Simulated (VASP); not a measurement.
# TiS2 (P-3m1) in VASP: a series of runs, part 2 of 2

VASP 6.6.1. Earlier steps stand in the parts before.

## 4. Single point, r2SCAN

This run uses another cell than the first one, of 19.27 Å³/atom.

POSCAR reads:

```
TiS2
1.0
    3.4106015360      0.0000000000      0.0000000000
   -1.7053007680      2.9536675724      0.0000000000
    0.0000000000      0.0000000000      5.7387202073
Ti S
1 2
Direct
    0.0000000000      0.0000000000      0.0000000000
    0.3333333333      0.6666666667      0.2449123207
    0.6666666667      0.3333333333      0.7550876793
```

INCAR.step1 reads:

```
SYSTEM = TiS2
PREC = Accurate
ENCUT = 550
ISMEAR = -1
SIGMA = 0.02
LREAL = .FALSE.
LASPH = .TRUE.
NELM = 120
NBANDS = 19
GGA = PE
ALGO = Normal
EDIFF = 1E-5
LWAVE = .TRUE.
LCHARG = .FALSE.
GGA_COMPAT = .FALSE.
```

INCAR.step2 reads:

```
SYSTEM = TiS2
PREC = Accurate
ENCUT = 550
EDIFF = 1E-6
ISMEAR = -1
SIGMA = 0.02
LREAL = .FALSE.
LASPH = .TRUE.
NELM = 120
ALGO = Normal
ISIF = 2
LWAVE = .FALSE.
LCHARG = .TRUE.
METAGGA = R2SCAN
LMIXTAU = .TRUE.
LELF = .TRUE.
LVHAR = .TRUE.
NBANDS = 19
ISTART = 1
GGA_COMPAT = .FALSE.
```

KPOINTS reads:

```
Automatic mesh
0
G
  12 12 4
  0 0 0
```

Potentials or basis: VASP PAW PBE potentials, release 64 (Ti_sv, S).

On the command line:

```bash
> cat potpaw_PBE.64/Ti_sv/POTCAR potpaw_PBE.64/S/POTCAR > POTCAR
> cp INCAR.step1 INCAR
> mpirun -np 1 vasp_std > vasp.out
> cp INCAR.step2 INCAR
> mpirun -np 1 vasp_std > vasp.out
```

OUTCAR:

```text
SYSTEM = TiS2
   PREC = Accurate
   ENCUT = 550
   EDIFF = 1E-6
   ISMEAR = -1
   LREAL = .FALSE.
   LASPH = .TRUE.
   NELM = 120
   ISIF = 2
   METAGGA = R2SCAN
   ISTART = 1

 ion  position               nearest neighbor table
   1  0.000  0.000  0.000-   2 2.42   3 2.42   3 2.42   2 2.42   3 2.42   2 2.42
   2  0.333  0.667  0.245-   1 2.42   1 2.42   1 2.42
   3  0.667  0.333  0.755-   1 2.42   1 2.42   1 2.42

  LATTYP: Found a hexagonal cell.
 ALAT       =     3.4106015360
 C/A-ratio  =     1.6826123330

  Lattice vectors:

 A1 = (   3.4106015360,   0.0000000000,   0.0000000000)
 A2 = (  -1.7053007680,   2.9536675724,   0.0000000000)
 A3 = (   0.0000000000,   0.0000000000,   5.7387202073)

Analysis of symmetry for initial positions (statically):
=====================================================================
 Subroutine PRICEL returns:
 Original cell was already a primitive cell.

 Routine SETGRP: Setting up the symmetry group for a
 hexagonal supercell.

 Subroutine GETGRP returns: Found 12 space group operations
 (whereof 12 operations were pure point group operations)
 out of a pool of 24 trial point group operations.

The static configuration has the point symmetry D_3d.

Analysis of symmetry for dynamics (positions and initial velocities):
=====================================================================
 Subroutine PRICEL returns:
 Original cell was already a primitive cell.

 Routine SETGRP: Setting up the symmetry group for a
 hexagonal supercell.

 Subroutine GETGRP returns: Found 12 space group operations
 (whereof 12 operations were pure point group operations)
 out of a pool of 24 trial point group operations.

The dynamic configuration has the point symmetry D_3d.

 Subroutine INISYM returns: Found 12 space group operations
 (whereof 12 operations are pure point group operations),
 and found     1 'primitive' translations

----------------------------------------------------------------------------------------

                                     Primitive cell

  volume of cell :      57.8106

  direct lattice vectors                    reciprocal lattice vectors
     3.410601536  0.000000000  0.000000000     0.293203410  0.169281068  0.000000000
    -1.705300768  2.953667572  0.000000000     0.000000000  0.338562135  0.000000000
     0.000000000  0.000000000  5.738720207     0.000000000  0.000000000  0.174254880

  length of vectors
     3.410601536  3.410601536  5.738720207     0.338562135  0.338562135  0.174254880

  position of ions in fractional coordinates (direct lattice)
     0.000000000  0.000000000  0.000000000
     0.333333333  0.666666667  0.244912321
     0.666666667  0.333333333  0.755087679

  ion indices of the primitive-cell ions
   primitive index   ion index
                 1           1
                 2           2
                 3           3

----------------------------------------------------------------------------------------

 KPOINTS: Automatic mesh

Automatic generation of k-mesh.
 Grid dimensions read from file:
 generate k-points for:   12   12    4

 Generating k-lattice:

  Cartesian coordinates                     Fractional coordinates (reciprocal lattice)
     0.024433617  0.014106756  0.000000000     0.083333333 -0.000000000  0.000000000
     0.000000000  0.028213511  0.000000000     0.000000000  0.083333333  0.000000000
     0.000000000  0.000000000  0.043563720     0.000000000  0.000000000  0.250000000

  Length of vectors
     0.028213511  0.028213511  0.043563720

  Shift w.r.t. Gamma in fractional coordinates (k-lattice)
     0.000000000  0.000000000  0.000000000

 Subroutine IBZKPT returns following result:
 ===========================================

 Found     69 irreducible k-points:

 Following reciprocal coordinates:
            Coordinates               Weight
  0.000000  0.000000  0.000000      1.000000
  0.083333  0.000000  0.000000      6.000000
  0.166667  0.000000  0.000000      6.000000
  0.250000  0.000000  0.000000      6.000000
  0.333333  0.000000  0.000000      6.000000
  0.416667  0.000000  0.000000      6.000000
[... 16 lines left out ...]
  0.166667  0.000000  0.250000      6.000000
  0.000000  0.166667  0.250000      6.000000
 [... further k-points ...]
   k-points           NKPTS =     69   k-points in BZ     NKDIM =     69   number of bands    NBANDS=     19
   number of dos      NEDOS =    301   number of ions     NIONS =      3
   total plane-waves  NPLWV =  37632
   dimension x,y,z NGX =    28 NGY =   28 NGZ =   48
   dimension x,y,z NGXF=    56 NGYF=   56 NGZF=   96
   ions per type =               1   2
   NGX,Y,Z   is equivalent  to a cutoff of  13.65, 13.65, 13.91 a.u.
   NGXF,Y,Z  is equivalent  to a cutoff of  27.30, 27.30, 27.81 a.u.
 SYSTEM =  TiS2
   PREC   = accura    normal or accurate (medium, high low for compatibility)
   ISTART =      1    job   : 0-new  1-cont  2-samecut
   ICHARG =      0    charge: 1-file 2-atom 10-const
   ISPIN  =      1    spin polarized calculation?
   LNONCOLLINEAR =      F non collinear calculations
   LSORBIT =      F    spin-orbit coupling
   LASPH  =      T    aspherical Exc in radial PAW
   ENCUT  =  550.0 eV  40.42 Ry    6.36 a.u.   6.52  6.52 10.97*2*pi/ulx,y,z
   NELM   =    120;   NELMIN=  2; NELMDL=  0     # of ELM steps
   EDIFF  = 0.1E-05   stopping-criterion for ELM
   LREAL  =      F    real-space projection
   EDIFFG = 0.1E-04   stopping-criterion for IOM
   NSW    =      0    number of steps for IOM
   IBRION =     -1    ionic relax: 0-MD 1-quasi-New 2-CG
   NFREE  =      0    steps in history (QN), initial steepest desc. (CG)
   ISIF   =      2    stress and relaxation
   ISYM   =      2    0-nonsym 1-usesym 2-fastsym
   POTIM  = 0.5000    time-step for ionic-motion
   TEBEG  =    0.0;   TEEND  =   0.0 temperature during run
   PSTRESS=    0.0 pullay stress
   NELECT =      24.0000    total number of electrons
   NUPDOWN=      -1.0000    fix difference up-down
   EMIN   =  10.00;   EMAX   =-10.00  energy-range for DOS
   EFERMI =   0.00;   METHOD = LEGACY
   ISMEAR =    -1;   SIGMA  =   0.02  broadening in eV -4-tet -1-fermi 0-gaus
   EFERMI_NEDOS =   21; number of points for ismear=-14 and -15
   IALGO  =     38    algorithm
   IMIX   =      4    mixing-type and parameters
     AMIX     =   0.40;   BMIX     =  1.00
     AMIX_MAG =   1.60;   BMIX_MAG =  1.00
  volume/ion in A,a.u.               =      19.27       130.04
  Fermi-wavevector in a.u.,A,eV,Ry     =   1.221263  2.307853 20.292878  1.491484
  Thomas-Fermi vector in A             =   2.356452
   LORBIT       =      0    0 simple, 1 ext, 2 COOP (PROOUT), +10 PAW based schemes
   METAGGA = R2SCAN    functional components
   LHFCALC =     F    Hartree Fock is set to
   AEXX    =    0.0000 exact exchange contribution
   IVDW    =     0    specifies the selected vdW correction
   LEPSILON=     F    determine dielectric tensor
   LRPA    =     F    only Hartree local field effects (RPA)
 non-spin polarized calculation
  energy-cutoff  :      550.00
  volume of cell :       57.81
 maximum number of plane-waves:      1726
 NGX is ok and might be reduce to    28
   NGX = 13   NGY = 13   NGZ = 21

 number of electron      24.0000002 magnetization

 Free energy of the ion-electron system (eV)
  ---------------------------------------------------
  ext. energy  EPLUGINS =         0.00000000
  ---------------------------------------------------
  free energy    TOTEN  =       -33.47902707 eV

  energy without entropy =      -33.47899507  energy(sigma->0) =      -33.47901107

 E-fermi :   5.2815     XC(G=0): -10.5918

 val. band max:        5.2045962801   @ k =   0.0000   0.0000   0.0000
 cond. band min:       5.3662611041   @ k =   0.5000   0.0000   0.5000
 fundamental gap:      0.1616648240
 Fermi energy:         5.2814567924

 k-point     1 :       0.0000    0.0000    0.0000
  band No.  band energies     occupation
      1     -54.8725      2.00000
      2     -30.0518      2.00000
      3     -30.0043      2.00000
      4     -30.0043      2.00000
      5      -9.1882      2.00000
      6      -7.4612      2.00000
[... 11 lines left out ...]
     18      11.8905      0.00000
     19      12.8952      0.00000
[... 485 lines left out ...]
 k-point    24 :       0.0000    0.1667    0.2500
  band No.  band energies     occupation
      1     -54.8694      2.00000
      2     -30.0452      2.00000
      3     -30.0378      2.00000
      4     -30.0119      2.00000
      5      -8.7374      2.00000
      6      -7.5931      2.00000
[... 11 lines left out ...]
     18      13.0979      0.00000
     19      14.4472      0.00000

 [... further k-points ...]

------------------------ aborting loop because EDIFF is reached ----------------------------------------

  FORCE on cell =-STRESS in cart. coord.  units (eV):
  Direction    XX          YY          ZZ          XY          YZ          ZX
  --------------------------------------------------------------------------------------
  -------------------------------------------------------------------------------------
  Total        0.3958697      0.3958697      0.3918839     -0.0000000      0.0000000      0.0000000
  in kB       10.9712259     10.9712259     10.8607640     -0.0000000      0.0000000      0.0000000
  external PRESSURE =      10.9344053 kB  Pullay stress =       0.0000000 kB

 VOLUME and BASIS-vectors are now :
 -----------------------------------------------------------------------------
  energy-cutoff  :      550.00
  volume of cell :       57.81
      direct lattice vectors                 reciprocal lattice vectors
     3.410601536  0.000000000  0.000000000     0.293203410  0.169281068  0.000000000
    -1.705300768  2.953667572  0.000000000     0.000000000  0.338562135  0.000000000
     0.000000000  0.000000000  5.738720207     0.000000000  0.000000000  0.174254880

 POSITION                                       TOTAL-FORCE (eV/Angst)
 -----------------------------------------------------------------------------------
      0.00000      0.00000      0.00000         0.000000      0.000000      0.000000
     -0.00000      1.96911      1.40548         0.000000     -0.000000     -0.030292
      1.70530      0.98456      4.33324        -0.000000      0.000000      0.030292
 -----------------------------------------------------------------------------------
    total drift:                                0.000000     -0.000000     -0.000000

  FREE ENERGIE OF THE ION-ELECTRON SYSTEM (eV)
  ---------------------------------------------------
  free  energy   TOTEN  =       -33.4790270690 eV

  energy  without entropy=      -33.4789950656  energy(sigma->0) =      -33.47901107
```

Run time: 2.2 min. Hardware: 1 thread of Intel Xeon 6975P-C (Granite Rapids), shared host; peak memory 0.24 GiB.

Results:

* Free energy: -33.4790 eV
* Pressure: 1.1 GPa
* Largest force: 0.030 eV/Å
* Band gap on the k mesh: 0.16 eV (least direct gap 0.64 eV)

Forces in eV/Å, atoms in the order of the input:
```
Ti   0.000  0.000  0.000
S    0.000  0.000 -0.030
S    0.000  0.000  0.030
```

Levels at points of the mesh, in eV from the valence-band top:
| k point | band 8 | band 9 | band 10 | band 11 | band 12 | band 13 | band 14 | band 15 | band 16 | band 17 |
| --- | --- | --- | --- | --- | --- | --- | --- | --- | --- | --- |
| (0.00, 0.00, 0.00) | -3.04 | -3.04 | -0.14 | 0.00 | 0.00 | 0.64 | 0.64 | 1.18 | 3.70 | 3.70 |
| (0.50, 0.00, 0.00) | -3.92 | -3.02 | -2.88 | -2.70 | -1.71 | 0.41 | 1.72 | 2.15 | 3.92 | 4.01 |
| (0.00, 0.00, 0.50) | -3.01 | -3.01 | -2.45 | -0.15 | -0.15 | 0.63 | 0.63 | 1.77 | 3.96 | 3.96 |
| (0.50, 0.00, 0.50) | -4.62 | -3.03 | -2.95 | -1.43 | -1.40 | 0.16 | 1.71 | 2.12 | 3.58 | 4.45 |

Caveat: semilocal functionals underestimate gaps, and a narrow one can read as zero; the PAW data sets were made with another functional, which shifts forces and pressure a little. A k mesh can miss the band edges.

## 5. Overview

```tsv
cell	gap on the mesh (eV)	pressure (GPa)	largest force (eV/Å)
a = 3.376, b = 3.376, c = 5.769 Å, angles 90.0, 90.0, 120.0°, 3 atoms, atomic positions A	0.03	2.3	0.03
a = 3.394, b = 3.394, c = 5.762 Å, angles 90.0, 90.0, 120.0°, 3 atoms, atomic positions B	0.10	1.7	0.03
a = 3.411, b = 3.411, c = 5.739 Å, angles 90.0, 90.0, 120.0°, 3 atoms, atomic positions C	0.16	1.1	0.03
```

Alike in all rows: task single point; level r2SCAN; potentials or basis VASP PAW PBE potentials, release 64 (Ti_sv, S); no spin polarisation; k mesh 12 × 12 × 4; cutoff (eV) 550; smearing fermi-dirac 0.02 eV.

Caveats: semilocal functionals underestimate gaps, and a narrow one can read as zero; the PAW data sets were made with another functional, which shifts forces and pressure a little.

Absolute energies hang on the potentials; compare differences alone.
